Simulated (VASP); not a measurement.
CdS:

```xyz
2
Lattice="0.0000 2.9165 2.9165 2.9165 0.0000 2.9165 2.9165 2.9165 0.0000" Properties=species:S:1:pos:R:3 pbc="T T T"
Cd    0.0000    0.0000    0.0000
S     4.3748    4.3748    4.3748
```

- Program: VASP 6.6.1
- Task: relaxation of cell and atoms
- Functional: r2SCAN
- Potentials or basis: VASP PAW PBE potentials, release 64 (Cd, S)
- Cutoff: 600 eV
- k mesh: 12 × 12 × 12
- Occupations: fermi-dirac, width 0.1 eV
- Spin: no spin polarisation

At the start: pressure 1.8 GPa; volume 24.81 Å³/atom.

Problem. How do energy, volume and symmetry change on relaxing?

Solution. Over 3 steps the energy falls by 3.7 meV/atom and the volume is 25.49 Å³/atom (+2.8 %); space group F-43m (No. 216, to 0.1 Å) before and after.

The path:
```tsv
step	energy change (eV)	largest force (eV/Å)	pressure (GPa)	volume (Å³)
1	0.0000	0.0000	1.76	49.62
2	-0.0060	0.0000	-0.70	51.60
3	-0.0073	0.0000	0.00	50.99
```

Final structure:
```yaml
crystal:
  lattice:
    - [0.00000, 2.94312, 2.94312]
    - [2.94312, 0.00000, 2.94312]
    - [2.94312, 2.94312, 0.00000]
  atoms:
    - { symbol: Cd, position: [0.00000, 0.00000, 0.00000] }
    - { symbol: S, position: [0.75000, 0.75000, 0.75000] }
```

Caveat: the PAW data sets were made with another functional, which shifts forces and pressure a little.
